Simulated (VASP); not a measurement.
Runs of VASP 6.6.1 on MgS. The structure is that of space group F-43m (No. 216), or close to it. The cells are those of the table. 

| task | level | potentials or basis | cell | cutoff (eV) | gap on the mesh (eV) | pressure (GPa) | relaxed volume (Å³/atom) |
| --- | --- | --- | --- | --- | --- | --- | --- |
| relaxation of cell and atoms | BLYP+D3(BJ) | VASP PAW PBE potentials, release 64 (Mg, S) | relaxed from a = 4.007 Å, angles 60.0°, 2 atoms | 600 | 3.82 | 0.0 | 21.75 |
| single point | BLYP+D3(BJ) | VASP PAW PBE potentials, release 64 (Mg, S) | a = 3.949 Å, angles 60.0°, 2 atoms | 520 | 3.82 | -0.1 | - |
| single point | LDA | VASP PAW LDA potentials, release 64 (Mg, S) | a = 3.955 Å, angles 60.0°, 2 atoms | 520 | (b) | -0.3 | - |
| relaxation of cell and atoms | PBEsol+D3(BJ) | VASP PAW PBE potentials, release 64 (Mg, S) | relaxed from a = 4.007 Å, angles 60.0°, 2 atoms | 600 | 3.47 | 0.0 | (a) |
| relaxation of cell and atoms | LDA | VASP PAW LDA potentials, release 64 (Mg, S) | relaxed from a = 4.007 Å, angles 60.0°, 2 atoms | 600 | 3.40 | 0.0 | 21.77 |
| single point | PBEsol+D3(BJ) | VASP PAW PBE potentials, release 64 (Mg, S) | a = 3.957 Å, angles 60.0°, 2 atoms | 520 | 3.47 | 0.0 | - |

Alike in all rows: no spin polarisation; k mesh 6 × 6 × 6; smearing gaussian 0.01 eV.

Question: Fill in the values left out.

Answer: (a) 21.91; (b) 3.38.

Caveats: the PAW data sets were made with another functional, which shifts forces and pressure a little (some runs).

A k mesh can miss the band edges.
